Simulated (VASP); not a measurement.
Write the native input for VASP 6.6.1 that does the following.

```
Task                               : single point
Functional                         : PBE-based screened hybrid
Potentials or basis                : VASP PAW PBE potentials, release 64 (Be, Te)
Cutoff                             : 520 eV
k mesh                             : 4 × 4 × 4
Occupations                        : gaussian, width 0.01 eV
Spin                               : no spin polarisation
Dipole correction                  : no
Grid for exact exchange (PRECFOCK) : Normal
Share of exact exchange            : 0.05
Further INCAR settings             : ALGO = Normal; EDIFF = 1e-06; NBANDS = 11
Screening parameter                : 0.3 1/Å
```

BeTe:

```
CELL_PARAMETERS angstrom
0.00000 2.82862 2.82862
2.82862 0.00000 2.82862
2.82862 2.82862 0.00000
ATOMIC_POSITIONS crystal
Be 0.00000 0.00000 0.00000
Te 0.25000 0.25000 0.25000
```

The input as run:

POSCAR

```
BeTe
1.0
    0.0000000000      2.8286228801      2.8286228801
    2.8286228801      0.0000000000      2.8286228801
    2.8286228801      2.8286228801      0.0000000000
Be Te
1 1
Direct
    0.0000000000      0.0000000000      0.0000000000
    0.2500000000      0.2500000000      0.2500000000
```

INCAR.step1

```
PREC = Accurate
ENCUT = 520
EDIFF = 1E-5
ISMEAR = 0
SIGMA = 0.01
LREAL = F
LASPH = T
NELM = 80
ALGO = Normal
ISIF = 2
LWAVE = T
NBANDS = 11
GGA = PE
```

INCAR.step2

```
PREC = Accurate
ENCUT = 520
EDIFF = 1E-6
ISMEAR = 0
SIGMA = 0.01
LREAL = F
LASPH = T
NELM = 80
ALGO = Normal
ISIF = 2
LWAVE = F
LCHARG = T
GGA = PE
LHFCALC = T
AEXX = 0.05
HFSCREEN = 0.3
PRECFOCK = Normal
LELF = T
LVHAR = T
NBANDS = 11
ISTART = 1
```

KPOINTS

```
Automatic mesh
0
Gamma
  4 4 4
```

Potentials or basis: VASP PAW PBE potentials, release 64 (Be, Te).

Launch:

```sh
$ cat potpaw_PBE.64/Be/POTCAR potpaw_PBE.64/Te/POTCAR > POTCAR
$ cp INCAR.step1 INCAR
$ mpirun -np 1 vasp_std > vasp.out
$ cp INCAR.step2 INCAR
$ mpirun -np 1 vasp_std > vasp.out
```

Results of the run:

```
Pressure               : 0.5 GPa
Band gap on the k mesh : 2.10 eV, indirect (least direct gap 3.74 eV)
```

Caveat: the k points lie up to 0.48 Å⁻¹ apart; the PAW data sets were made with another functional, which shifts forces and pressure a little; spin-orbit coupling is left out, which moves the levels of the heavy elements.

It took 110 s on 1 thread of Intel(R) Xeon(R) Platinum 8488C (Sapphire Rapids), with other jobs on the host, peak memory 0.28 GiB.
